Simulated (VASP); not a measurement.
# ZnSe (lda) (F-43m) in VASP: notebook, part 2 of 2

VASP 6.6.1. The steps go on from the part before.

## 6. Relaxation of cell and atoms, LDA

Contents of INCAR:

```
ALGO = Normal
EDIFF = 1E-7
EDIFFG = -0.002
ENCUT = 500
GGA = CA
GGA_COMPAT = F
IBRION = 2
ISIF = 3
ISMEAR = 0
LASPH = T
LCHARG = F
LREAL = F
LWAVE = F
NELM = 120
NELMIN = 4
NSW = 100
PREC = Accurate
SIGMA = 0.02
```

Contents of KPOINTS:

```
k-points
0
Gamma
  8 8 8
```

Contents of POSCAR:

```
ZnSe
1.0
    0.0000000000      2.8340000000      2.8340000000
    2.8340000000      0.0000000000      2.8340000000
    2.8340000000      2.8340000000      0.0000000000
Zn Se
1 1
Direct
    0.0000000000      0.0000000000      0.0000000000
    0.2500000000      0.2500000000      0.2500000000
```

Potentials or basis: VASP PAW LDA potentials, release 64 (Zn, Se).

Run with:

```console
$ cat potpaw_LDA.64/Zn/POTCAR potpaw_LDA.64/Se/POTCAR > POTCAR
$ mpirun -np 1 vasp_std > vasp.out
```

OUTCAR:

```text
EDIFF = 1E-7
   EDIFFG = -0.002
   ENCUT = 500
   GGA = CA
   IBRION = 2
   ISIF = 3
   ISMEAR = 0
   LASPH = T
   LREAL = F
   NELM = 120
   NELMIN = 4
   NSW = 100
   PREC = Accurate

 ion  position               nearest neighbor table
   1  0.000  0.000  0.000-   2 2.45   2 2.45   2 2.45   2 2.45
   2  0.250  0.250  0.250-   1 2.45   1 2.45   1 2.45   1 2.45

  LATTYP: Found a face centered cubic cell.
 ALAT       =     5.6680000000

  Lattice vectors:

 A1 = (   0.0000000000,   2.8340000000,   2.8340000000)
 A2 = (   2.8340000000,   0.0000000000,   2.8340000000)
 A3 = (   2.8340000000,   2.8340000000,   0.0000000000)

Analysis of symmetry for initial positions (statically):
=====================================================================
 Subroutine PRICEL returns:
 Original cell was already a primitive cell.

 Routine SETGRP: Setting up the symmetry group for a
 face centered cubic supercell.

 Subroutine GETGRP returns: Found 24 space group operations
 (whereof 24 operations were pure point group operations)
 out of a pool of 48 trial point group operations.

The static configuration has the point symmetry T_d .

Analysis of symmetry for dynamics (positions and initial velocities):
=====================================================================
 Subroutine PRICEL returns:
 Original cell was already a primitive cell.

[... 232 lines left out ...]
  ---------------------------------------------------
  ext. energy  EPLUGINS =         0.00000000
  ---------------------------------------------------
  free energy    TOTEN  =        -7.37202545 eV

  energy without entropy =       -7.37202545  energy(sigma->0) =       -7.37202545

 E-fermi :   2.0557     XC(G=0):  -9.9151

 val. band max:        1.9446531233   @ k =   0.0000   0.0000   0.0000
 cond. band min:       3.2129790195   @ k =   0.0000   0.0000   0.0000
 fundamental gap:      1.2683258962
 Fermi energy:         2.0556710422

 k-point     1 :       0.0000    0.0000    0.0000
  band No.  band energies     occupation
      1     -11.6669      2.00000
      2      -4.9199      2.00000
      3      -4.9199      2.00000
      4      -4.9199      2.00000
      5      -4.5162      2.00000
      6      -4.5162      2.00000
      7       1.9447      2.00000
      8       1.9447      2.00000
      9       1.9447      2.00000
     10       3.2130      0.00000
     11       7.6298      0.00000
     12       7.6298      0.00000
     13       7.6298      0.00000
[... 354 lines left out ...]
  band No.  band energies     occupation
      1     -10.6398      2.00000
      2      -4.8116      2.00000
      3      -4.7673      2.00000
      4      -4.5561      2.00000
      5      -4.5090      2.00000
      6      -4.2796      2.00000
      7      -3.2899      2.00000
      8      -0.6786      2.00000
      9       0.3375      2.00000
     10       6.1838      0.00000
     11       7.3093      0.00000
     12       9.3714      0.00000
     13      10.6283      0.00000

 [... further k-points ...]

------------------------ aborting loop because EDIFF is reached ----------------------------------------

  FORCE on cell =-STRESS in cart. coord.  units (eV):
  Direction    XX          YY          ZZ          XY          YZ          ZX
  --------------------------------------------------------------------------------------
  -------------------------------------------------------------------------------------
  Total       -0.0010309     -0.0010309     -0.0010309     -0.0000000     -0.0000000      0.0000000
  in kB       -0.0380872     -0.0380872     -0.0380872     -0.0000000     -0.0000000      0.0000000
  external PRESSURE =      -0.0380872 kB  Pullay stress =       0.0000000 kB
[... 17 lines left out ...]
  FREE ENERGIE OF THE ION-ELECTRON SYSTEM (eV)
  ---------------------------------------------------
  free  energy   TOTEN  =        -7.3720254506 eV

  energy  without entropy=       -7.3720254506  energy(sigma->0) =       -7.37202545

 reached required accuracy - stopping structural energy minimisation
```

OSZICAR:

```text
N       E                     dE             d eps       ncg     rms          rms(c)
DAV:   1     0.837337561303E+02    0.83734E+02   -0.86918E+03   754   0.152E+03
DAV:   2    -0.187471253273E+01   -0.85608E+02   -0.81260E+02   794   0.271E+02
DAV:   3    -0.760028405248E+01   -0.57256E+01   -0.56997E+01   944   0.702E+01
[... 27 lines left out ...]
DAV:   5    -0.737202291946E+01    0.15812E-03   -0.17812E-04  1120   0.265E-01    0.107E-02
DAV:   6    -0.737202526075E+01   -0.23413E-05   -0.51191E-05   784   0.116E-01    0.897E-03
DAV:   7    -0.737202580288E+01   -0.54213E-06   -0.58156E-06   934   0.560E-02    0.499E-03
DAV:   8    -0.737202544808E+01    0.35480E-06   -0.15777E-06   879   0.289E-02    0.548E-04
DAV:   9    -0.737202545065E+01   -0.25670E-08   -0.56053E-08   397   0.245E-03
   3 F= -.73720255E+01 E0= -.73720255E+01  d E =-.218300E-01
```

CONTCAR:

```text
ZnSe
   1.00000000000000
     0.0000000000000000    2.7884784842632997    2.7884784842632997
     2.7884784842633001   -0.0000000000000000    2.7884784842632997
     2.7884784842633001    2.7884784842632997    0.0000000000000000
  Zn              Se
     1     1
Direct
     0.0000000000000000    0.0000000000000000    0.0000000000000000
     0.2500000000000000    0.2500000000000000    0.2500000000000000

  0.00000000E+00  0.00000000E+00  0.00000000E+00
  0.00000000E+00  0.00000000E+00  0.00000000E+00
```

Wall time 62 s (1 thread of Intel Xeon 8259CL, shared host); peak memory 0.16 GiB.

Results:

- Free energy: -7.3720 eV
- Relaxed volume: 21.68 Å³/atom
- Relaxed cell: a = 3.944 Å, b = 3.944 Å, c = 3.944 Å, α = 60.00°, β = 60.00°, γ = 60.00°
- Space group after relaxing (to 0.05 Å): F-43m (No. 216)
- Energy gained by relaxing: 10.9 meV/atom
- Ionic steps: 3
- Pressure after relaxing: 0.0 GPa
- Band gap on the k mesh: 1.27 eV, direct

Step by step:
```csv
step,energy change (eV),largest force (eV/Å),pressure (GPa),volume (Å³)
1,0.0000,0.0000,-3.11,45.52
2,-0.0193,0.0000,1.17,42.68
3,-0.0218,0.0000,0.00,43.36
```

Final structure:
```
Zn Se
1.0
     0.00000    2.78848    2.78848
     2.78848    0.00000    2.78848
     2.78848    2.78848    0.00000
Zn Se
1 1
Cartesian
  0.0000 0.0000 0.0000
  1.3942 1.3942 1.3942
```

Levels at points of the mesh, in eV from the valence-band top:
| k point | band 7 | band 8 | band 9 | band 10 | band 11 | band 12 |
| --- | --- | --- | --- | --- | --- | --- |
| (0.00, 0.00, 0.00) | 0.00 | 0.00 | 0.00 | 1.27 | 5.69 | 5.69 |
| (0.50, 0.00, 0.00) | -5.61 | -0.95 | -0.95 | 2.46 | 6.27 | 6.27 |
| (0.50, 0.50, 0.00) | -5.04 | -2.38 | -2.38 | 2.70 | 3.32 | 10.89 |

## 7. Summary

| task | cell | k mesh | smearing | gap on the mesh (eV) | pressure (GPa) |
| --- | --- | --- | --- | --- | --- |
| single point | a = 4.008 Å, angles 60.0°, 2 atoms | 6 × 6 × 6 | gaussian 0.1 eV | 1.07 | -3.1 |
| single point | a = 3.937 Å, angles 60.0°, 2 atoms | 8 × 8 × 8 | gaussian 0.02 eV | 1.29 | 0.4 |
| single point | a = 3.937 Å, angles 60.0°, 2 atoms | 8 × 8 × 8 | gaussian 0.01 eV | 1.29 | 0.4 |
| relaxation of cell and atoms | relaxed from a = 4.008 Å, angles 60.0°, 2 atoms | 8 × 8 × 8 | gaussian 0.02 eV | 1.27 | 0.0 |

Alike in all rows: level LDA; potentials or basis VASP PAW LDA potentials, release 64 (Zn, Se); no spin polarisation; cutoff (eV) 500.

Absolute energies hang on the potentials; compare differences alone.
